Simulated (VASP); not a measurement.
Here is a VASP 6.6.1 calculation.

The input INCAR:

```
SYSTEM = Mg16O17
ALGO = Normal
EDIFF = 1E-6
ENCUT = 520
GGA = PE
GGA_COMPAT = .False.
ISIF = 2
ISMEAR = -1
LASPH = .True.
LCHARG = .False.
LREAL = Auto
LWAVE = .False.
NBANDS = 89
NELECT = 136.0
NELM = 120
PREC = Accurate
SIGMA = 0.01
```

KPOINTS

```
k-points
0
Gamma
  1 1 1
  0 0 0
```

The input POSCAR:

```
Mg16O17
1.0
   -4.2543812300      4.2543812300      4.2543812300
    4.2543812300     -4.2543812300      4.2543812300
    4.2543812300      4.2543812300     -4.2543812300
Mg O
16 17
Direct
    0.0026840676      0.0025826103      0.0033192855
    0.0025783188      0.2570764783      0.7508725553
    0.0048940228      0.4977787883      0.4985477245
    0.0025946735      0.7501411189      0.2578676734
    0.2572006771      0.0024612914      0.7508620372
    0.2433298316      0.2432046032      0.4962475862
    0.2433208332      0.4955209747      0.2439438903
    0.2571909451      0.7501160593      0.0031890852
    0.4979352135      0.0047447501      0.4985439401
    0.4956454966      0.2431431026      0.2439100329
    0.4979126726      0.4977987650      0.0055266485
    0.4978809243      0.7502047816      0.7509503612
    0.7502728541      0.0024436970      0.2578796579
    0.7502794226      0.2571073046      0.0032237208
    0.7502389921      0.4977192841      0.7508793792
    0.7502471700      0.7500586742      0.4985453587
    0.0066788328      0.0065501364      0.5133278756
   -0.0121146094      0.2441340162      0.2449012424
    0.0066833734      0.5125535012      0.0073039917
    0.0663762512      0.7501083059      0.7508358919
    0.2442643376     -0.0122728592      0.2448796863
    0.2442595179      0.2441278946     -0.0115229979
    0.2562666887      0.4937302570      0.7508756991
    0.2562724786      0.7501272841      0.4944847644
    0.5126801227      0.0065320214      0.0072973116
    0.4938441049      0.2561376381      0.7508776556
    0.4341825323      0.4340051503      0.4347304399
    0.4938312658      0.7501185894      0.2569049878
    0.7502587802      0.0662744253      0.7508918070
    0.7502705844      0.2561150144      0.4944841782
    0.7502702223      0.4936819309      0.2569030697
    0.7502546523      0.7501220956      0.0670974941
    0.7502733734      0.7501603304      0.7509901500
```

Potentials or basis: VASP PAW PBE potentials, release 64 (Mg, O).

The run is started by

```sh
$ cat potpaw_PBE.64/Mg/POTCAR potpaw_PBE.64/O/POTCAR > POTCAR
$ mpirun -np 1 vasp_gam > vasp.out
```

(1) What does it give for the largest force?

Answers

(1) 0.019 eV/Å.

Caveat: the k points lie up to 1.04 Å⁻¹ apart; the cell carries a net charge on a neutralising background, which shifts energy and pressure.
